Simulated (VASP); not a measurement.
**P: single point with r2SCAN**

Slab: P, a slab with vacuum.

```
CELL_PARAMETERS angstrom
3.28373 0.00000 0.00000
0.00000 34.85703 0.00000
0.00000 0.00000 4.63208
ATOMIC_POSITIONS crystal
P 0.00000 0.97026 0.59215
P 0.00000 0.02974 0.40785
P 0.50000 0.02974 0.09215
P 0.50000 0.97026 0.90785
```

```
Program             : VASP 6.6.1
Task                : single point
Functional          : r2SCAN
Potentials or basis : VASP PAW PBE potentials, release 64 (P)
Cutoff              : 520 eV
k mesh              : 6 × 1 × 4
Occupations         : gaussian, width 0.1 eV
Spin                : no spin polarisation
```

```yaml
Largest_force: 0.025 eV/Å
Band_gap_on_the_k_mesh: 1.13 eV, direct
```

Forces in eV/Å, atoms in the order of the input:
```
P    0.000  0.018 -0.018
P    0.000 -0.018  0.018
P    0.000 -0.018 -0.018
P    0.000  0.018  0.018
```

Levels at points of the mesh, in eV from the valence-band top:
```tsv
k point	band 7	band 8	band 9	band 10	band 11	band 12	band 13	band 14
(0.00, 0.00, 0.00)	-3.68	-2.02	-1.70	0.00	1.13	1.84	2.95	3.53
(0.50, 0.00, 0.00)	-2.90	-2.90	-2.03	-2.03	1.46	1.46	2.51	2.51
(0.00, 0.00, 0.50)	-2.87	-2.87	-1.46	-1.46	2.39	2.39	4.00	4.00
(0.50, 0.00, 0.50)	-4.71	-4.71	-1.14	-1.14	2.61	2.61	4.07	4.07
```

It took 6.1 min on 1 thread of Intel(R) Xeon(R) 6975P-C (Granite Rapids), on a shared host, peak memory 0.6 GiB.

Caveat: the PAW data sets were made with another functional, which shifts forces and pressure a little.
